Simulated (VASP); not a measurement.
Write the native input for VASP 6.6.1 that does the following.

```
Task                   : single point
Functional             : PBE
Potentials or basis    : VASP PAW PBE potentials, release 64 (Ta_pv)
Cutoff                 : 520 eV
k mesh                 : 15 × 15 × 8
Occupations            : fermi-dirac, width 0.05 eV
Spin                   : no spin polarisation
Dipole correction      : no
Further INCAR settings : ALGO = Normal; EDIFF = 1e-06; NBANDS = 18
```

The structure of Ta lies in POSCAR:

```
Ta
1.0
    2.8909802073      0.0000000000      0.0000000000
   -1.4454901037      2.5036623013      0.0000000000
    0.0000000000      0.0000000000      5.1210783341
Ta
2
Direct
    0.3333333333      0.6666666667      0.2500000000
    0.6666666667      0.3333333333      0.7500000000
```

This isn't the form of Ta at room conditions, which is bcc.

One way to write it, as run:

INCAR

```
ALGO     = Normal         # electronic algorithm
EDIFF    = 1E-6           # SCF threshold, eV
ENCUT    = 520            # plane-wave cutoff, eV
GGA      = PE             # functional
ISIF     = 2              # what is computed and relaxed
ISMEAR   = -1             # smearing method
LASPH    = True           # aspherical terms in the spheres
LCHARG   = True           # write CHGCAR
LELF     = True           # ELF
LREAL    = False          # projectors in reciprocal space
LVHAR    = True         
LWAVE    = False          # write WAVECAR
NBANDS   = 18             # bands
NELM     = 100            # most SCF steps
PREC     = Accurate       # precision mode
SIGMA    = 0.05           # smearing width, eV
```

KPOINTS

```
k-points
0
Gamma
  15 15 8
```

Potentials or basis: VASP PAW PBE potentials, release 64 (Ta_pv).

Command:

```sh
$ cat potpaw_PBE.64/Ta_pv/POTCAR > POTCAR
$ mpirun -np 1 vasp_std > vasp.out
```

It gave:

```
Pressure               : 2.1 GPa
Band gap on the k mesh : zero (bands 11 and 12 overlap by 2.19 eV)
```

Caveat: spin-orbit coupling is left out, which moves the levels of the heavy elements.

It took 53 s on 1 thread of AMD EPYC 9R45 96-Core Processor (Zen 5), on a shared host, peak memory 0.18 GiB.
